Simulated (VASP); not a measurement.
# Sc (P6_3/mmc) in VASP: notebook

Sc is run at these levels: r2SCAN; tasks: single point.

Program: VASP 6.6.1. These are calculated values, not measurements. Logs are shortened: lines on timing, memory, paths and dates and some standing lists are left out, and cuts for length are marked.

## 1. The cell of the first run

It takes space group P6_3/mmc (No. 194, hexagonal). Conventional cell: a = 3.287 Å, b = 3.287 Å, c = 5.334 Å, α = 90.00°, β = 90.00°, γ = 120.00°. Sc (site symmetry -6m2) has 12 Sc at 3.27 to 3.29 Å within 4.3 Å.

## 2. Single point, r2SCAN, collinear spin

Contents of POSCAR:

```
Sc
1.0
    3.2871875403      0.0000000000      0.0000000000
   -1.6435937701      2.8467879169      0.0000000000
    0.0000000000      0.0000000000      5.3338296247
Sc
2
Direct
    0.3333333333      0.6666666667      0.2500000000
    0.6666666667      0.3333333333      0.7500000000
```

Contents of INCAR.step1:

```
SYSTEM = Sc
ALGO = Normal
EDIFF = 1E-4
ENCUT = 520
GGA = PE
ISMEAR = -1
ISPIN = 2
LASPH = .True.
LCHARG = .False.
LMAXMIX = 4
LREAL = .False.
LWAVE = .True.
MAGMOM = 0.449 0.449
NBANDS = 22
NELM = 150
PREC = Accurate
SIGMA = 0.1
```

Contents of INCAR.step2:

```
SYSTEM = Sc
ALGO = Normal
EDIFF = 1E-6
ENCUT = 520
ISIF = 2
ISMEAR = -1
ISPIN = 2
ISTART = 1
LASPH = .True.
LCHARG = .False.
LMAXMIX = 4
LMIXTAU = .True.
LORBIT = 11
LREAL = .False.
LWAVE = .False.
MAGMOM = 0.449 0.449
METAGGA = R2SCAN
NBANDS = 22
NELM = 150
PREC = Accurate
SIGMA = 0.1
```

Contents of KPOINTS:

```
k-points
0
Gamma
  6 6 3
  0 0 0
```

Potentials or basis: VASP PAW PBE potentials, release 64 (Sc_sv).

On the command line:

```sh
$ cat potpaw_PBE.64/Sc_sv/POTCAR > POTCAR
$ cp INCAR.step1 INCAR
$ mpirun -np 1 vasp_std > vasp.out
$ cp INCAR.step2 INCAR
$ mpirun -np 1 vasp_std > vasp.out
```

OUTCAR:

```text
SYSTEM = Sc
   EDIFF = 1E-6
   ENCUT = 520
   ISIF = 2
   ISMEAR = -1
   ISPIN = 2
   ISTART = 1
   LASPH = .True.
   LORBIT = 11
   LREAL = .False.
   METAGGA = R2SCAN
   NELM = 150
   PREC = Accurate

 ion  position               nearest neighbor table
   1  0.333  0.667  0.250-   2 3.27   2 3.27   2 3.27   2 3.27   2 3.27   2 3.27
   2  0.667  0.333  0.750-   1 3.27   1 3.27   1 3.27   1 3.27   1 3.27   1 3.27

  LATTYP: Found a hexagonal cell.
 ALAT       =     3.2871875403
 C/A-ratio  =     1.6226119013

  Lattice vectors:

 A1 = (   3.2871875403,   0.0000000000,   0.0000000000)
 A2 = (  -1.6435937701,   2.8467879169,   0.0000000000)
 A3 = (   0.0000000000,   0.0000000000,   5.3338296247)

Analysis of symmetry for initial positions (statically):
=====================================================================
 Subroutine PRICEL returns:
 Original cell was already a primitive cell.

 Routine SETGRP: Setting up the symmetry group for a
 hexagonal supercell.

 Subroutine GETGRP returns: Found 24 space group operations
 (whereof 12 operations were pure point group operations)
 out of a pool of 24 trial point group operations.

The static configuration has the point symmetry D_3d.
 The point group associated with its full space group is D_6h.

Analysis of symmetry for dynamics (positions and initial velocities):
=====================================================================
 Subroutine PRICEL returns:
 Original cell was already a primitive cell.

 Routine SETGRP: Setting up the symmetry group for a
 hexagonal supercell.

 Subroutine GETGRP returns: Found 24 space group operations
 (whereof 12 operations were pure point group operations)
 out of a pool of 24 trial point group operations.

The dynamic configuration has the point symmetry D_3d.
 The point group associated with its full space group is D_6h.

Analysis of structural, dynamic, and magnetic symmetry:
=====================================================================
 Subroutine PRICEL returns:
 Original cell was already a primitive cell.

 Routine SETGRP: Setting up the symmetry group for a
 hexagonal supercell.

 Subroutine GETGRP returns: Found 24 space group operations
 (whereof 12 operations were pure point group operations)
 out of a pool of 24 trial point group operations.

The overall configuration has the point symmetry D_3d.
 The point group associated with its full space group is D_6h.

 Subroutine INISYM returns: Found 24 space group operations
 (whereof 12 operations are pure point group operations),
 and found     1 'primitive' translations

----------------------------------------------------------------------------------------

                                     Primitive cell

  volume of cell :      49.9136

  direct lattice vectors                    reciprocal lattice vectors
     3.287187540  0.000000000  0.000000000     0.304211423  0.175636547  0.000000000
    -1.643593770  2.846787917  0.000000000     0.000000000  0.351273094  0.000000000
     0.000000000  0.000000000  5.333829625     0.000000000  0.000000000  0.187482554

  length of vectors
     3.287187540  3.287187540  5.333829625     0.351273094  0.351273094  0.187482554

  position of ions in fractional coordinates (direct lattice)
     0.333333333  0.666666667  0.250000000
     0.666666667  0.333333333  0.750000000

  ion indices of the primitive-cell ions
   primitive index   ion index
                 1           1
                 2           2

----------------------------------------------------------------------------------------

 KPOINTS: k-points

Automatic generation of k-mesh.
 Grid dimensions read from file:
 generate k-points for:    6    6    3

 Generating k-lattice:

  Cartesian coordinates                     Fractional coordinates (reciprocal lattice)
     0.050701904  0.029272758  0.000000000     0.166666667  0.000000000  0.000000000
     0.000000000  0.058545516  0.000000000     0.000000000  0.166666667  0.000000000
     0.000000000  0.000000000  0.062494185     0.000000000  0.000000000  0.333333333

  Length of vectors
     0.058545516  0.058545516  0.062494185

  Shift w.r.t. Gamma in fractional coordinates (k-lattice)
     0.000000000  0.000000000  0.000000000

 Subroutine IBZKPT returns following result:
 ===========================================

 Found     14 irreducible k-points:

 Following reciprocal coordinates:
            Coordinates               Weight
  0.000000  0.000000  0.000000      1.000000
  0.166667  0.000000  0.000000      6.000000
  0.333333  0.000000  0.000000      6.000000
  0.500000 -0.000000  0.000000      3.000000
  0.166667  0.166667  0.000000      6.000000
  0.333333  0.166667  0.000000     12.000000
  0.333333  0.333333  0.000000      2.000000
  0.000000  0.000000  0.333333      2.000000
  0.166667  0.000000  0.333333     12.000000
  0.333333  0.000000  0.333333     12.000000
  0.500000 -0.000000  0.333333      6.000000
  0.166667  0.166667  0.333333     12.000000
  0.333333  0.166667  0.333333     24.000000
  0.333333  0.333333  0.333333      4.000000
   k-points           NKPTS =     14   k-points in BZ     NKDIM =     14   number of bands    NBANDS=     22
   number of dos      NEDOS =    301   number of ions     NIONS =      2
   total plane-waves  NPLWV =  23040
   dimension x,y,z NGX =    24 NGY =   24 NGZ =   40
   dimension x,y,z NGXF=    48 NGYF=   48 NGZF=   80
   ions per type =               2
   NGX,Y,Z   is equivalent  to a cutoff of  12.14, 12.14, 12.47 a.u.
   NGXF,Y,Z  is equivalent  to a cutoff of  24.28, 24.28, 24.93 a.u.
 SYSTEM =  Sc
   PREC   = accura    normal or accurate (medium, high low for compatibility)
   ISTART =      1    job   : 0-new  1-cont  2-samecut
   ICHARG =      0    charge: 1-file 2-atom 10-const
   ISPIN  =      2    spin polarized calculation?
   LNONCOLLINEAR =      F non collinear calculations
   LSORBIT =      F    spin-orbit coupling
   LASPH  =      T    aspherical Exc in radial PAW
   ENCUT  =  520.0 eV  38.22 Ry    6.18 a.u.   6.11  6.11  9.92*2*pi/ulx,y,z
   NELM   =    150;   NELMIN=  2; NELMDL=  0     # of ELM steps
   EDIFF  = 0.1E-05   stopping-criterion for ELM
   LREAL  =      F    real-space projection
   EDIFFG = 0.1E-04   stopping-criterion for IOM
   NSW    =      0    number of steps for IOM
   IBRION =     -1    ionic relax: 0-MD 1-quasi-New 2-CG
   NFREE  =      0    steps in history (QN), initial steepest desc. (CG)
   ISIF   =      2    stress and relaxation
   ISYM   =      2    0-nonsym 1-usesym 2-fastsym
   POTIM  = 0.5000    time-step for ionic-motion
   TEBEG  =    0.0;   TEEND  =   0.0 temperature during run
   PSTRESS=    0.0 pullay stress
   NELECT =      22.0000    total number of electrons
   NUPDOWN=      -1.0000    fix difference up-down
   EMIN   =  10.00;   EMAX   =-10.00  energy-range for DOS
   EFERMI =   0.00;   METHOD = LEGACY
   ISMEAR =    -1;   SIGMA  =   0.10  broadening in eV -4-tet -1-fermi 0-gaus
   EFERMI_NEDOS =   21; number of points for ismear=-14 and -15
   IALGO  =     38    algorithm
   IMIX   =      4    mixing-type and parameters
     AMIX     =   0.40;   BMIX     =  1.00
     AMIX_MAG =   1.60;   BMIX_MAG =  1.00
  volume/ion in A,a.u.               =      24.96       168.42
  Fermi-wavevector in a.u.,A,eV,Ry     =   1.245880  2.354371 21.119187  1.552216
  Thomas-Fermi vector in A             =   2.380082
   LORBIT       =     11    0 simple, 1 ext, 2 COOP (PROOUT), +10 PAW based schemes
   METAGGA = R2SCAN    functional components
   LHFCALC =     F    Hartree Fock is set to
   AEXX    =    0.0000 exact exchange contribution
   IVDW    =     0    specifies the selected vdW correction
   LEPSILON=     F    determine dielectric tensor
   LRPA    =     F    only Hartree local field effects (RPA)
 spin polarized calculation
  energy-cutoff  :      520.00
  volume of cell :       49.91
 maximum number of plane-waves:      1362
   NGX = 13   NGY = 13   NGZ = 19

 number of electron      22.0000011 magnetization       1.3715943

 Free energy of the ion-electron system (eV)
  ---------------------------------------------------
  ext. energy  EPLUGINS =         0.00000000
  ---------------------------------------------------
  free energy    TOTEN  =       -22.81468708 eV

  energy without entropy =      -22.75225770  energy(sigma->0) =      -22.78347239

 E-fermi :   3.7933     XC(G=0): -10.4923

 val. band max:        3.7615550288   @ k =   0.3333   0.3333   0.0000
 cond. band min:       3.8233419201   @ k =   0.3333   0.3333   0.3333
 fundamental gap:      0.0617868914
 Fermi energy:         3.7933039647

 spin component 1

 k-point     1 :       0.0000    0.0000    0.0000
  band No.  band energies     occupation
      1     -48.0754      1.00000
      2     -48.0137      1.00000
      3     -25.9063      1.00000
      4     -25.5737      1.00000
      5     -25.5737      1.00000
      6     -25.5193      1.00000
[... 14 lines left out ...]
     21      10.5516      0.00000
     22      16.0113      0.00000
[... 301 lines left out ...]
 k-point    14 :       0.3333    0.3333    0.3333
  band No.  band energies     occupation
      1     -48.0006      1.00000
      2     -48.0006      1.00000
      3     -25.8261      1.00000
      4     -25.8261      1.00000
      5     -25.7799      1.00000
      6     -25.7190      1.00000
[... 14 lines left out ...]
     21      10.1559      0.00000
     22      11.6171      0.00000
 Fermi energy:         3.7933039647

 spin component 2

 k-point     1 :       0.0000    0.0000    0.0000
  band No.  band energies     occupation
      1     -47.7127      1.00000
      2     -47.6544      1.00000
      3     -25.5636      1.00000
      4     -25.2027      1.00000
      5     -25.2026      1.00000
      6     -25.1743      1.00000
[... 14 lines left out ...]
     21      10.9858      0.00000
     22      16.8856      0.00000
[... 302 lines left out ...]
  band No.  band energies     occupation
      1     -47.6429      1.00000
      2     -47.6429      1.00000
      3     -25.4414      1.00000
      4     -25.4414      1.00000
      5     -25.4096      1.00000
      6     -25.3484      1.00000
[... 14 lines left out ...]
     21      10.5403      0.00000
     22      11.9335      0.00000

------------------------ aborting loop because EDIFF is reached ----------------------------------------

  FORCE on cell =-STRESS in cart. coord.  units (eV):
  Direction    XX          YY          ZZ          XY          YZ          ZX
  --------------------------------------------------------------------------------------
  -------------------------------------------------------------------------------------
  Total        0.0508156      0.0508156      0.0820028      0.0000000      0.0000000      0.0000000
  in kB        1.6311300      1.6311300      2.6322113      0.0000000      0.0000000      0.0000000
  external PRESSURE =       1.9648238 kB  Pullay stress =       0.0000000 kB

 VOLUME and BASIS-vectors are now :
 -----------------------------------------------------------------------------
  energy-cutoff  :      520.00
  volume of cell :       49.91
      direct lattice vectors                 reciprocal lattice vectors
     3.287187540  0.000000000  0.000000000     0.304211423  0.175636547  0.000000000
    -1.643593770  2.846787917  0.000000000     0.000000000  0.351273094  0.000000000
     0.000000000  0.000000000  5.333829625     0.000000000  0.000000000  0.187482554

 POSITION                                       TOTAL-FORCE (eV/Angst)
 -----------------------------------------------------------------------------------
     -0.00000      1.89786      1.33346        -0.000000      0.000000      0.000000
      1.64359      0.94893      4.00037         0.000000     -0.000000      0.000000
 -----------------------------------------------------------------------------------
    total drift:                               -0.000000      0.000000     -0.000000

  FREE ENERGIE OF THE ION-ELECTRON SYSTEM (eV)
  ---------------------------------------------------
  free  energy   TOTEN  =       -22.8146870804 eV

  energy  without entropy=      -22.7522576973  energy(sigma->0) =      -22.78347239

 total charge

# of ion       s       p       d       tot
------------------------------------------
    1        2.255   6.115   0.957   9.327
    2        2.255   6.115   0.957   9.327
--------------------------------------------------
tot          4.510  12.229   1.915  18.654

 magnetization (x)

# of ion       s       p       d       tot
------------------------------------------
    1        0.011   0.055   0.319   0.385
    2        0.011   0.055   0.319   0.385
--------------------------------------------------
tot          0.021   0.111   0.638   0.769
```

Wall time 64 s (1 thread of Intel Xeon 6455B, shared host); peak memory 0.19 GiB.

Results:

- Free energy: -22.8147 eV
- Pressure: 0.2 GPa
- Net moment: 1.37 μB per cell
- Site moments: Sc +0.39 μB
- Valence electrons inside the program's atomic spheres: Sc 9.33

Stress tensor (GPa, compression positive):
```
0.16 0.00 0.00
0.00 0.16 0.00
0.00 0.00 0.26
```

Caveat: the k points lie up to 0.39 Å⁻¹ apart; the PAW data sets were made with another functional, which shifts forces and pressure a little.

## 3. Single point, r2SCAN

This run uses another cell than the first one, of the same volume but with other edges.

Contents of POSCAR:

```
Sc
1.0
    3.3280716152      0.0000000000      0.0000000000
   -1.6640358076      2.8821945644      0.0000000000
    0.0000000000      0.0000000000      5.2121495536
Sc
2
Direct
    0.3333333333      0.6666666667      0.2500000000
    0.6666666667      0.3333333333      0.7500000000
```

Contents of INCAR.step1:

```
  ALGO = Normal
  EDIFF = 1E-4
  ENCUT = 520
  GGA = PE
  ISMEAR = -1
  LASPH = T
  LCHARG = F
  LREAL = F
  LWAVE = T
  NBANDS = 18
  NELM = 60
  PREC = Accurate
  SIGMA = 0.1
```

Contents of INCAR.step2:

```
  ALGO = Normal
  EDIFF = 1E-6
  ENCUT = 520
  ISIF = 2
  ISMEAR = -1
  ISTART = 1
  LASPH = T
  LCHARG = F
  LMIXTAU = T
  LREAL = F
  LWAVE = F
  METAGGA = R2SCAN
  NBANDS = 18
  NELM = 60
  PREC = Accurate
  SIGMA = 0.1
```

Contents of KPOINTS:

```
k-points
0
Gamma
  2 2 1
```

Potentials or basis: VASP PAW PBE potentials, release 64 (Sc_sv).

On the command line:

```sh
$ cat potpaw_PBE.64/Sc_sv/POTCAR > POTCAR
$ cp INCAR.step1 INCAR
$ mpirun -np 1 vasp_std > vasp.out
$ cp INCAR.step2 INCAR
$ mpirun -np 1 vasp_std > vasp.out
```

Wall time 15 s (1 thread of Intel Xeon 6975P-C (Granite Rapids), shared host); peak memory 0.17 GiB.

It converged, with:

* Free energy: -23.4462 eV
* Pressure: -6.9 GPa
* Band gap on the k mesh: zero (bands 11 and 12 overlap by 0.84 eV)

Stress tensor (GPa, compression positive):
```
 -3.17   0.00   0.00
  0.00  -3.17   0.00
  0.00   0.00 -14.49
```

Levels at points of the mesh, in eV from the Fermi level:
```csv
k point,band 6,band 7,band 8,band 9,band 10,band 11,band 12,band 13,band 14,band 15
"(0.00, 0.00, 0.00)",-28.53,-28.47,-28.47,-5.03,-1.28,0.86,2.29,2.29,2.46,2.77
"(0.50, 0.00, 0.00)",-28.65,-28.62,-28.51,-1.25,-0.67,-0.21,0.02,1.84,2.02,2.47
```

Caveat: the k points lie up to 1.21 Å⁻¹ apart, too coarse for converged energies and pressures of a metal; the PAW data sets were made with another functional, which shifts forces and pressure a little.

(Continued in part 2 of 2.)
